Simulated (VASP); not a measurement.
Set up this calculation in VASP 6.6.1, as the native input.

```
Task                   : single point
Functional             : PBE
Potentials or basis    : VASP PAW PBE potentials, release 64 (Bi_d)
Cutoff                 : 520 eV
k mesh                 : 9 × 9 × 9
Occupations            : fermi-dirac, width 0.05 eV
Spin                   : no spin polarisation
Dipole correction      : no
Further INCAR settings : ALGO = Normal; EDIFF = 1e-06; NBANDS = 22
```

The structure of Bi lies in POSCAR:

```
Bi
1.0
    2.2933266336      1.3240527492      4.0424111309
   -2.2933266336      1.3240527492      4.0424111309
    0.0000000000     -2.6481054984      4.0424111309
Bi
2
Direct
    0.2337557113      0.2337557113      0.2337557113
    0.7662442887      0.7662442887      0.7662442887
```

These files were run (other wordings do the same):

INCAR

```
  PREC = Accurate
  ENCUT = 520
  EDIFF = 1E-6
  ISMEAR = -1
  SIGMA = 0.05
  LREAL = F
  LASPH = T
  NELM = 100
  ALGO = Normal
  ISIF = 2
  LWAVE = F
  LCHARG = F
  GGA = PE
  NBANDS = 22
```

KPOINTS

```
regular mesh
0
Gamma
  9 9 9
```

Potentials or basis: VASP PAW PBE potentials, release 64 (Bi_d).

The run is started by

```sh
$ cat potpaw_PBE.64/Bi_d/POTCAR > POTCAR
$ mpirun -np 1 vasp_std > vasp.out
```

It gave:

- Pressure: 0.0 GPa
- Largest force: 0.003 eV/Å

Wall time 60 s on 1 thread of Intel(R) Xeon(R) Platinum 8559C (Emerald Rapids), on a shared host, peak memory 0.26 GiB.
